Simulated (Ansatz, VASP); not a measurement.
## HPbNO4: VASP beside Ansatz

```xyz
7
Lattice="3.8571 0.0018 -0.0366 0.1735 4.3344 -0.0165 0.7580 0.8387 5.8766" Properties=species:S:1:pos:R:3 pbc="T T T"
H     2.6784    4.0493    1.1289
Pb    3.2640    2.7055    5.3570
N     3.1776    1.4531    2.9117
O     1.3252    2.6900    4.5562
O     2.9731    4.6255    2.8902
O     2.3661    4.0462    0.1903
O     3.3249    2.1006    1.8421
```

Alike in both runs: task single point; functional PBE; k mesh 5 × 4 × 4; occupations fermi-dirac, width 0.05 eV; no spin polarisation.

|  | VASP | Ansatz |
| --- | --- | --- |
| version | VASP 6.6.1 | Ansatz 0.2.0 |
| potentials or method | VASP PAW PBE potentials, release 64 (H, Pb_d, N, O), cutoff 520 eV | all-electron LAPW, scalar-relativistic |

VASP gave:

* gap on the k mesh at the Fermi level (eV): 0.27
* least direct gap on the mesh (eV): 0.46
* pressure (GPa): 0.6
* traceless stress, the component that is largest in VASP (GPa): 0.61
* rms of the force components (eV/Å): 0.196

**Question.** What did Ansatz give for the same quantities?

**Answer.** gap on the k mesh at the Fermi level (eV): 0.26; least direct gap on the mesh (eV): 0.46; pressure (GPa): 0.0; traceless stress, the component that is largest in VASP (GPa): 0.03; rms of the force components (eV/Å): 0.023.

Atom by atom the forces differ by 0.213 eV/Å (rms over components). One of these differences is far larger than is usual between the two programs; its cause wasn't traced. Ansatz ran all-electron here, and VASP with PAW potentials.

Spin-orbit coupling is off throughout. Noted on VASP's run: the standard files for N, O and F lose accuracy on very short bonds.
